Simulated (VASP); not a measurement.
# PbO: single point with r2SCAN

Crystal: PbO.

```
Pb O
1.0
     3.98714    0.00000    0.00000
     0.00000    3.98714    0.00000
     0.00000    0.00000    5.32173
Pb O
2 2
Direct
  0.00000 0.50000 0.22318
  0.50000 0.00000 0.77682
  0.00000 0.00000 0.00000
  0.50000 0.50000 0.00000
```

```yaml
Program: VASP 6.6.1
Task: single point
Functional: r2SCAN
Potentials_or_basis: VASP PAW PBE potentials, release 64 (Pb_d, O)
Cutoff: 520 eV
k_mesh: 8 × 8 × 6
Occupations: gaussian, width 0.02 eV
Spin: no spin polarisation
Dipole_correction: no
Further_INCAR_settings: ALGO = Normal; EDIFF = 1e-06; NBANDS = 28
```

```json
{"Pressure": "0.5 GPa", "Largest force": "0.112 eV/Å", "Band gap on the k mesh": "1.83 eV (least direct gap 2.51 eV)"}
```

Forces on the atoms (eV/Å):
```
Pb   0.000  0.000  0.112
Pb   0.000  0.000 -0.112
O    0.000  0.000  0.000
O    0.000  0.000  0.000
```

Stress tensor (GPa, compression positive):
```
0.55 0.00 0.00
0.00 0.55 0.00
0.00 0.00 0.39
```

Levels at points of the mesh, in eV from the valence-band top:
```csv
k point,band 17,band 18,band 19,band 20,band 21,band 22,band 23,band 24
"(0.00, 0.00, 0.00)",-1.79,-1.75,-1.75,0.00,2.51,5.23,6.30,6.30
"(0.50, 0.00, 0.00)",-3.09,-3.09,-1.62,-1.62,3.56,3.56,6.57,6.57
"(0.50, 0.50, 0.00)",-1.76,-1.76,-1.11,-1.11,1.83,1.83,5.59,5.59
"(0.00, 0.00, 0.50)",-1.81,-1.77,-1.77,-1.02,2.26,4.68,4.70,4.70
"(0.50, 0.00, 0.50)",-3.07,-3.07,-1.09,-1.09,3.22,3.22,6.93,6.93
"(0.50, 0.50, 0.50)",-2.16,-2.16,-1.11,-1.11,3.91,3.91,4.71,4.71
```

It took 5.6 min on 1 thread of Intel(R) Xeon(R) Platinum 8488C (Sapphire Rapids) (shared host), peak memory 0.27 GiB.

Caveat: the PAW data sets were made with another functional, which shifts forces and pressure a little; spin-orbit coupling is left out, which moves the levels of the heavy elements. A k mesh can miss the band edges.
